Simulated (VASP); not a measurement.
Here is a VASP 6.6.1 calculation.

Contents of INCAR:

```
SYSTEM = BeNb2CuAg12
PREC = Accurate
ENCUT = 400
EDIFF = 1E-6
ISMEAR = -1
SIGMA = 0.0724
LREAL = Auto
LASPH = .TRUE.
NELM = 120
ALGO = Normal
ISIF = 2
LWAVE = .FALSE.
LCHARG = .TRUE.
GGA = PE
LELF = .TRUE.
LVHAR = .TRUE.
ISYM = -1
NBANDS = 100
GGA_COMPAT = .FALSE.
```

File KPOINTS:

```
explicit points
1
Reciprocal
  0.25000000   0.25000000   0.25000000 1
```

File POSCAR:

```
BeNb2CuAg12
1.0
    6.5133610000     -0.3026030000     -0.0497390000
   -0.3026030000      6.2459810000     -0.0287500000
   -0.0497390000     -0.0287500000      6.5065590000
Ag Nb Be Cu
12 2 1 1
Direct
    0.5039267892      0.4269193953      0.8137277703
    0.2554292690      0.1397333077      0.5972842372
    0.5279748753      0.9333615113      0.3201907622
    0.0080859941      0.3860558782      0.3262898708
    0.8040250825      0.1805457126      0.0401282910
   -0.0057553665      0.8869122870      0.8010394530
    0.7925701083      0.1483539553      0.5901180364
    0.0582300863      0.4469684471      0.8437158026
    0.7328236876      0.6284364710      0.1052386470
    0.7487097551      0.6153902712      0.5488042981
    0.4593811784      0.4250696798      0.3237920249
    0.4989484146      0.8619733297      0.7979740026
    0.0485266789      0.9316694687      0.2590080511
    0.2865699799      0.1366599813      0.0666682157
    0.2917136338      0.6927136977      0.0481103857
    0.1825855064      0.6658183576      0.5377004801
```

Potentials or basis: VASP PAW PBE potentials, release 64 (Ag, Nb_sv, Be, Cu).

Launch:

```console
$ cat potpaw_PBE.64/Ag/POTCAR potpaw_PBE.64/Nb_sv/POTCAR potpaw_PBE.64/Be/POTCAR potpaw_PBE.64/Cu/POTCAR > POTCAR
$ mpirun -np 1 vasp_std > vasp.out
```

Predict the largest force.

2.210 eV/Å.

Estimate the band gap on the k mesh.

zero (an odd number of electrons rules out a gap without spin polarisation).

Predict the pressure.

9.3 GPa.

Forces in eV/Å, atoms in the order of the input:
```
Ag  -0.726 -0.589  0.224
Ag   0.483  0.430 -0.685
Ag   0.013 -0.651  0.251
Ag   1.311  0.671 -0.661
Ag  -1.964 -0.882 -0.499
Ag   0.068 -1.076  1.276
Ag  -1.113  0.164 -0.116
Ag   0.356  0.002 -0.066
Ag   0.831  0.705 -0.883
Ag   1.409  1.279 -0.048
Ag  -0.991 -0.181  1.042
Ag   0.554  0.679 -0.124
Nb  -0.244 -1.481  0.945
Nb  -0.872 -0.274 -1.307
Be  -0.374  0.232  0.611
Cu   1.258  0.971  0.041
```

Caveat: the atoms stand as in a frame of molecular dynamics.
